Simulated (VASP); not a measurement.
# HgTe (I-4m2) in VASP: notebook

HgTe is run at these levels: PBEsol; tasks: single point.

Everything below comes from runs of VASP 6.6.1. Logs are shortened: lines on timing, memory, paths and dates and some standing lists are left out, and cuts for length are marked.

## 1. The cell of the first run

Symmetry: I-4m2, No. 119, tetragonal system. The conventional cell has a = 4.513 Å, b = 4.513 Å, c = 6.447 Å, α = 90.00°, β = 90.00°, γ = 90.00°. Hg (site symmetry -4m2) has 4 Te at 2.77 Å within 3.7 Å. Te (site symmetry -4m2) has 4 Hg at 2.77 Å within 3.7 Å.

## 2. Single point, PBEsol (equal xx and yy strain of -1 %)

INCAR

```
PREC = Accurate
ENCUT = 520
EDIFF = 1E-6
ISMEAR = -1
SIGMA = 0.05
LREAL = F
LASPH = T
NELM = 60
ALGO = Normal
ISIF = 2
LWAVE = F
LCHARG = F
GGA = PS
NBANDS = 16
```

KPOINTS

```
regular mesh
0
Gamma
  9 9 9
```

POSCAR

```
HgTe
1.0
    0.0000000000      3.1912650000      3.2235000000
    3.1912650000      0.0000000000      3.2235000000
    3.1912650000      3.1912650000      0.0000000000
Hg Te
1 1
Direct
    0.0000000000      0.0000000000      0.0000000000
    0.7500000000      0.7500000000      0.7500000000
```

Potentials or basis: VASP PAW PBE potentials, release 64 (Hg, Te).

Command:

```sh
$ cat potpaw_PBE.64/Hg/POTCAR potpaw_PBE.64/Te/POTCAR > POTCAR
$ mpirun -np 1 vasp_std > vasp.out
```

OUTCAR:

```text
PREC = Accurate
   ENCUT = 520
   EDIFF = 1E-6
   ISMEAR = -1
   LREAL = F
   LASPH = T
   NELM = 60
   ISIF = 2
   GGA = PS

 ion  position               nearest neighbor table
   1  0.000  0.000  0.000-   2 2.77   2 2.77   2 2.77   2 2.77
   2  0.750  0.750  0.750-   1 2.77   1 2.77   1 2.77   1 2.77

  LATTYP: Found a body centered tetragonal cell.
 ALAT       =     4.5131302441
 C/A-ratio  =     1.4284985479

  Lattice vectors:

 A1 = (  -3.1912650000,   0.0000000000,   3.2235000000)
 A2 = (   3.1912650000,   0.0000000000,   3.2235000000)
 A3 = (   0.0000000000,   3.1912650000,  -3.2235000000)

Analysis of symmetry for initial positions (statically):
=====================================================================
 Subroutine PRICEL returns:
 Original cell was already a primitive cell.

 Routine SETGRP: Setting up the symmetry group for a
 body centered tetragonal supercell.

 Subroutine GETGRP returns: Found  8 space group operations
 (whereof  8 operations were pure point group operations)
 out of a pool of 16 trial point group operations.

The static configuration has the point symmetry D_2d.

Analysis of symmetry for dynamics (positions and initial velocities):
=====================================================================
 Subroutine PRICEL returns:
 Original cell was already a primitive cell.

 Routine SETGRP: Setting up the symmetry group for a
 body centered tetragonal supercell.

 Subroutine GETGRP returns: Found  8 space group operations
 (whereof  8 operations were pure point group operations)
 out of a pool of 16 trial point group operations.

The dynamic configuration has the point symmetry D_2d.

 Subroutine INISYM returns: Found  8 space group operations
 (whereof  8 operations are pure point group operations),
 and found     1 'primitive' translations

----------------------------------------------------------------------------------------

                                     Primitive cell

  volume of cell :      65.6574

  direct lattice vectors                    reciprocal lattice vectors
     0.000000000  3.191265000  3.223500000    -0.156677681  0.156677681  0.155110904
     3.191265000  0.000000000  3.223500000     0.156677681 -0.156677681  0.155110904
     3.191265000  3.191265000  0.000000000     0.156677681  0.156677681 -0.155110904

  length of vectors
     4.535981101  4.535981101  4.513130244     0.270472150  0.270472150  0.270472150

  position of ions in fractional coordinates (direct lattice)
     0.000000000  0.000000000  0.000000000
     0.750000000  0.750000000  0.750000000

  ion indices of the primitive-cell ions
   primitive index   ion index
                 1           1
                 2           2

----------------------------------------------------------------------------------------

 KPOINTS: regular mesh

Automatic generation of k-mesh.
 Grid dimensions read from file:
 generate k-points for:    9    9    9

 Generating k-lattice:

  Cartesian coordinates                     Fractional coordinates (reciprocal lattice)
    -0.017408631  0.017408631  0.017234545     0.111111111  0.000000000  0.000000000
     0.017408631 -0.017408631  0.017234545     0.000000000  0.111111111  0.000000000
     0.017408631  0.017408631 -0.017234545    -0.000000000 -0.000000000  0.111111111

  Length of vectors
     0.030052461  0.030052461  0.030052461

  Shift w.r.t. Gamma in fractional coordinates (k-lattice)
     0.000000000  0.000000000  0.000000000

 Subroutine IBZKPT returns following result:
 ===========================================

 Found     75 irreducible k-points:

 Following reciprocal coordinates:
            Coordinates               Weight
  0.000000  0.000000  0.000000      1.000000
  0.111111 -0.000000  0.000000      8.000000
  0.222222  0.000000  0.000000      8.000000
  0.333333  0.000000  0.000000      8.000000
  0.444444  0.000000  0.000000      8.000000
  0.111111  0.111111  0.000000      2.000000
[... 16 lines left out ...]
 -0.333333  0.333333  0.000000      4.000000
  0.444444  0.444444  0.000000      2.000000
 [... further k-points ...]
   k-points           NKPTS =     75   k-points in BZ     NKDIM =     75   number of bands    NBANDS=     16
   number of dos      NEDOS =    301   number of ions     NIONS =      2
   total plane-waves  NPLWV =  46656
   dimension x,y,z NGX =    36 NGY =   36 NGZ =   36
   dimension x,y,z NGXF=    72 NGYF=   72 NGZF=   72
   ions per type =               1   1
   NGX,Y,Z   is equivalent  to a cutoff of  13.19, 13.19, 13.26 a.u.
   NGXF,Y,Z  is equivalent  to a cutoff of  26.39, 26.39, 26.52 a.u.
 SYSTEM =  unknown system
   PREC   = accura    normal or accurate (medium, high low for compatibility)
   ISTART =      0    job   : 0-new  1-cont  2-samecut
   ICHARG =      2    charge: 1-file 2-atom 10-const
   ISPIN  =      1    spin polarized calculation?
   LNONCOLLINEAR =      F non collinear calculations
   LSORBIT =      F    spin-orbit coupling
   LASPH  =      T    aspherical Exc in radial PAW
   ENCUT  =  520.0 eV  38.22 Ry    6.18 a.u.   8.43  8.43  8.39*2*pi/ulx,y,z
   NELM   =     60;   NELMIN=  2; NELMDL= -5     # of ELM steps
   EDIFF  = 0.1E-05   stopping-criterion for ELM
   LREAL  =      F    real-space projection
   EDIFFG = 0.1E-04   stopping-criterion for IOM
   NSW    =      0    number of steps for IOM
   IBRION =     -1    ionic relax: 0-MD 1-quasi-New 2-CG
   NFREE  =      0    steps in history (QN), initial steepest desc. (CG)
   ISIF   =      2    stress and relaxation
   ISYM   =      2    0-nonsym 1-usesym 2-fastsym
   POTIM  = 0.5000    time-step for ionic-motion
   TEBEG  =    0.0;   TEEND  =   0.0 temperature during run
   PSTRESS=    0.0 pullay stress
   NELECT =      18.0000    total number of electrons
   NUPDOWN=      -1.0000    fix difference up-down
   EMIN   =  10.00;   EMAX   =-10.00  energy-range for DOS
   EFERMI =   0.00;   METHOD = LEGACY
   ISMEAR =    -1;   SIGMA  =   0.05  broadening in eV -4-tet -1-fermi 0-gaus
   EFERMI_NEDOS =   21; number of points for ismear=-14 and -15
   IALGO  =     38    algorithm
   IMIX   =      4    mixing-type and parameters
     AMIX     =   0.40;   BMIX     =  1.00
     AMIX_MAG =   1.60;   BMIX_MAG =  1.00
  volume/ion in A,a.u.               =      32.83       221.54
  Fermi-wavevector in a.u.,A,eV,Ry     =   1.063501  2.009725 15.388654  1.131034
  Thomas-Fermi vector in A             =   2.198988
   LORBIT       =      0    0 simple, 1 ext, 2 COOP (PROOUT), +10 PAW based schemes
   GGA     = PS    functional components
   LHFCALC =     F    Hartree Fock is set to
   AEXX    =    0.0000 exact exchange contribution
   IVDW    =     0    specifies the selected vdW correction
   LEPSILON=     F    determine dielectric tensor
   LRPA    =     F    only Hartree local field effects (RPA)
 non-spin polarized calculation
  energy-cutoff  :      520.00
  volume of cell :       65.66
 maximum number of plane-waves:      1807
 NGX is ok and might be reduce to    36
   NGX = 17   NGY = 17   NGZ = 17

 number of electron      17.9999998 magnetization

 Free energy of the ion-electron system (eV)
  ---------------------------------------------------
  ext. energy  EPLUGINS =         0.00000000
  ---------------------------------------------------
  free energy    TOTEN  =        -4.34973659 eV

  energy without entropy =       -4.34929771  energy(sigma->0) =       -4.34951715

 E-fermi :   3.3155     XC(G=0):  -9.0661

 val. band max:        3.2675735205   @ k =   0.0000   0.0000   0.0000
 cond. band min:       3.8504358167   @ k =   0.1111  -0.0000   0.0000
 fundamental gap:      0.5828622961
 Fermi energy:         3.3154807051

 k-point     1 :       0.0000    0.0000    0.0000
  band No.  band energies     occupation
      1      -8.9768      2.00000
      2      -4.2627      2.00000
      3      -4.2602      2.00000
      4      -4.2602      2.00000
      5      -3.6945      2.00000
      6      -3.6865      2.00000
[... 8 lines left out ...]
     15      12.7624      0.00000
     16      12.9018      0.00000

 k-point     2 :       0.1111   -0.0000    0.0000
  band No.  band energies     occupation
      1      -8.9113      2.00000
      2      -4.2445      2.00000
      3      -4.2417      2.00000
      4      -4.2399      2.00000
      5      -3.6963      2.00000
      6      -3.6889      2.00000
[... 8 lines left out ...]
     15      11.9620      0.00000
     16      12.0581      0.00000

 k-point     3 :       0.2222    0.0000    0.0000
  band No.  band energies     occupation
      1      -8.7382      2.00000
      2      -4.2002      2.00000
      3      -4.1972      2.00000
      4      -4.1501      2.00000
      5      -3.6961      2.00000
      6      -3.6908      2.00000
[... 8 lines left out ...]
     15      11.6485      0.00000
     16      11.6911      0.00000

 k-point     4 :       0.3333    0.0000    0.0000
  band No.  band energies     occupation
      1      -8.5283      2.00000
      2      -4.1576      2.00000
      3      -4.1531      2.00000
      4      -3.9146      2.00000
      5      -3.6851      2.00000
      6      -3.6830      2.00000
[... 8 lines left out ...]
     15      12.0822      0.00000
     16      12.0899      0.00000
[... 324 lines left out ...]
 k-point    22 :      -0.4444    0.3333    0.0000
  band No.  band energies     occupation
      1      -8.1832      2.00000
      2      -4.0734      2.00000
      3      -3.9554      2.00000
      4      -3.8389      2.00000
      5      -3.6534      2.00000
      6      -3.2156      2.00000
[... 8 lines left out ...]
     15      13.2751      0.00000
     16      14.8741      0.00000

 k-point    23 :      -0.3333    0.3333    0.0000
  band No.  band energies     occupation
      1      -8.2048      2.00000
      2      -4.0769      2.00000
      3      -3.9969      2.00000
      4      -3.7561      2.00000
      5      -3.6820      2.00000
      6      -3.2411      2.00000
[... 8 lines left out ...]
     15      12.2957      0.00000
     16      14.8985      0.00000

 k-point    24 :       0.4444    0.4444    0.0000
  band No.  band energies     occupation
      1      -8.1783      2.00000
      2      -4.0978      2.00000
      3      -3.9065      2.00000
      4      -3.9065      2.00000
      5      -3.6239      2.00000
      6      -3.3466      2.00000
[... 8 lines left out ...]
     15      13.5437      0.00000
     16      15.0853      0.00000

 [... further k-points ...]
[... 5 lines left out ...]
  --------------------------------------------------------------------------------------
  -------------------------------------------------------------------------------------
  Total        1.0367806      1.0367806      0.9782781      0.0000000      0.0000000      0.0000000
  in kB       25.2996215     25.2996215     23.8720384      0.0000000      0.0000000      0.0000000
  external PRESSURE =      24.8237605 kB  Pullay stress =       0.0000000 kB

 VOLUME and BASIS-vectors are now :
 -----------------------------------------------------------------------------
  energy-cutoff  :      520.00
  volume of cell :       65.66
      direct lattice vectors                 reciprocal lattice vectors
     0.000000000  3.191265000  3.223500000    -0.156677681  0.156677681  0.155110904
     3.191265000  0.000000000  3.223500000     0.156677681 -0.156677681  0.155110904
     3.191265000  3.191265000  0.000000000     0.156677681  0.156677681 -0.155110904

 POSITION                                       TOTAL-FORCE (eV/Angst)
 -----------------------------------------------------------------------------------
      0.00000      0.00000      0.00000         0.000000      0.000000     -0.000000
      4.78690      4.78690      4.83525        -0.000000     -0.000000      0.000000
 -----------------------------------------------------------------------------------
    total drift:                               -0.000000     -0.000000      0.000000

  FREE ENERGIE OF THE ION-ELECTRON SYSTEM (eV)
  ---------------------------------------------------
  free  energy   TOTEN  =        -4.3497365890 eV

  energy  without entropy=       -4.3492977112  energy(sigma->0) =       -4.34951715
```

Run time: 30 s. Hardware: 1 thread of Intel Xeon 6975P-C (Granite Rapids), shared host; peak memory 0.25 GiB.

What came out:

* Free energy: -4.3497 eV
* Pressure: 2.5 GPa
* Band gap on the k mesh: zero (filled and empty bands touch)

Caveat: the cell differs from its parent crystal (equal xx and yy strain of -1 %); the PAW data sets were made with another functional, which shifts forces and pressure a little; spin-orbit coupling is left out, which moves the levels of the heavy elements.

## 3. Single point, PBEsol (equal xx and yy strain of +1 %)

INCAR

```
SYSTEM = HgTe
ALGO = Normal
EDIFF = 1E-7
ENCUT = 520
GGA = PS
ISIF = 2
ISMEAR = -1
LASPH = .TRUE.
LCHARG = .FALSE.
LREAL = .FALSE.
LWAVE = .FALSE.
NBANDS = 16
NELM = 100
PREC = Accurate
SIGMA = 0.05
```

KPOINTS

```
k-points
0
G
  9 9 9
  0 0 0
```

POSCAR

```
HgTe
1.0
    0.0000000000      3.2557350000      3.2235000000
    3.2557350000      0.0000000000      3.2235000000
    3.2557350000      3.2557350000      0.0000000000
Hg Te
1 1
Direct
    0.0000000000      0.0000000000      0.0000000000
    0.7500000000      0.7500000000      0.7500000000
```

Potentials or basis: VASP PAW PBE potentials, release 64 (Hg, Te).

Command:

```sh
$ cat potpaw_PBE.64/Hg/POTCAR potpaw_PBE.64/Te/POTCAR > POTCAR
$ mpirun -np 1 vasp_std > vasp.out
```

It took 31 s on 1 thread of Intel Xeon 6975P-C (Granite Rapids), shared host; peak memory 0.25 GiB.

It converged, with:

| Property | Result |
| --- | --- |
| Free energy | -4.3748 eV |
| Pressure | 0.5 GPa |

Stress tensor (GPa, compression positive):
```
0.45 0.00 0.00
0.00 0.45 0.00
0.00 0.00 0.60
```

Levels at points of the mesh, in eV from the Fermi level:
```
           k point  band 7  band 8  band 9  band 10  band 11  band 12
(0.00, 0.00, 0.00)   -0.90   -0.08   -0.08    -0.04     4.14     4.14
```

Caveat: the cell differs from its parent crystal (equal xx and yy strain of +1 %); the PAW data sets were made with another functional, which shifts forces and pressure a little; spin-orbit coupling is left out, which moves the levels of the heavy elements.

## 4. Single point, PBEsol (equal xx and yy strain of +2 %)

INCAR

```
SYSTEM = HgTe
ALGO = Normal ; EDIFF = 1E-7
ENCUT = 520 ; GGA = PS
ISIF = 2 ; ISMEAR = -1
LASPH = .True. ; LCHARG = .False.
LREAL = .False. ; LWAVE = .False.
NBANDS = 16 ; NELM = 60
PREC = Accurate ; SIGMA = 0.05
```

KPOINTS

```
k-points
0
Gamma
  9 9 9
  0 0 0
```

POSCAR

```
HgTe
1.0
    0.0000000000      3.2879700000      3.2235000000
    3.2879700000      0.0000000000      3.2235000000
    3.2879700000      3.2879700000      0.0000000000
Hg Te
1 1
Direct
    0.0000000000      0.0000000000      0.0000000000
    0.7500000000      0.7500000000      0.7500000000
```

Command:

```sh
$ cat potpaw_PBE.64/Hg/POTCAR potpaw_PBE.64/Te/POTCAR > POTCAR
$ mpirun -np 1 vasp_std > vasp.out
```

Wall time 30 s (1 thread of Intel Xeon 6975P-C (Granite Rapids), shared host); peak memory 0.26 GiB.

Results (log left out):

* Free energy: -4.3751 eV
* Pressure: -0.3 GPa

Stress tensor (GPa, compression positive):
```
-0.44  0.00  0.00
 0.00 -0.44  0.00
 0.00  0.00 -0.13
```

Levels at points of the mesh, in eV from the Fermi level:
| k point | band 6 | band 7 | band 8 | band 9 | band 10 | band 11 | band 12 | band 13 |
| --- | --- | --- | --- | --- | --- | --- | --- | --- |
| (0.00, 0.00, 0.00) | -6.73 | -0.95 | -0.09 | -0.09 | -0.03 | 4.17 | 4.17 | 4.17 |

Caveat: the cell differs from its parent crystal (equal xx and yy strain of +2 %); the PAW data sets were made with another functional, which shifts forces and pressure a little; spin-orbit coupling is left out, which moves the levels of the heavy elements.

## 5. Summary

```tsv
cell	pressure (GPa)
a = 4.536, b = 4.536, c = 4.513 Å, angles 60.2, 60.2, 59.7°, 2 atoms	2.5
a = 4.582, b = 4.582, c = 4.604 Å, angles 59.8, 59.8, 60.3°, 2 atoms	0.5
a = 4.605, b = 4.605, c = 4.650 Å, angles 59.7, 59.7, 60.7°, 2 atoms	-0.3
```

Alike in all rows: task single point; level PBEsol; potentials or basis VASP PAW PBE potentials, release 64 (Hg, Te); no spin polarisation; k mesh 9 × 9 × 9; cutoff (eV) 520; smearing fermi-dirac 0.05 eV.

Caveats: the PAW data sets were made with another functional, which shifts forces and pressure a little; spin-orbit coupling is left out, which moves the levels of the heavy elements.

Absolute energies hang on the potentials; compare differences alone.
